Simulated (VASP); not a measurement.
Runs of VASP 6.6.1 on Sb2Au. The structure is that of space group Fm-3m (No. 225), or close to it. The cells are those of the table. 

```tsv
cell	gap on the mesh (eV)	pressure (GPa)
a = 4.621 Å, angles 60.0°, 3 atoms	none	(b)
a = 4.748 Å, angles 60.0°, 3 atoms	none	0.7
a = 4.789 Å, angles 60.0°, 3 atoms	none	-1.5
a = 4.664 Å, angles 60.0°, 3 atoms	none	6.3
a = 4.829 Å, angles 60.0°, 3 atoms	none	(a)
```

Alike in all rows: task single point; level LDA; potentials or basis VASP PAW LDA potentials, release 64 (Sb, Au); no spin polarisation; k mesh 6 × 6 × 6; cutoff (eV) 520; smearing methfessel-paxton 0.3 eV.

Task: Estimate the missing entries.

Result: (a) -3.5; (b) 9.8.

Caveats: spin-orbit coupling is left out, which moves the levels of the heavy elements.

A k mesh can miss the band edges, and the runs leave out spin-orbit coupling on Au, Sb.

A gap of «none» marks levels without a gap at the run's occupations.
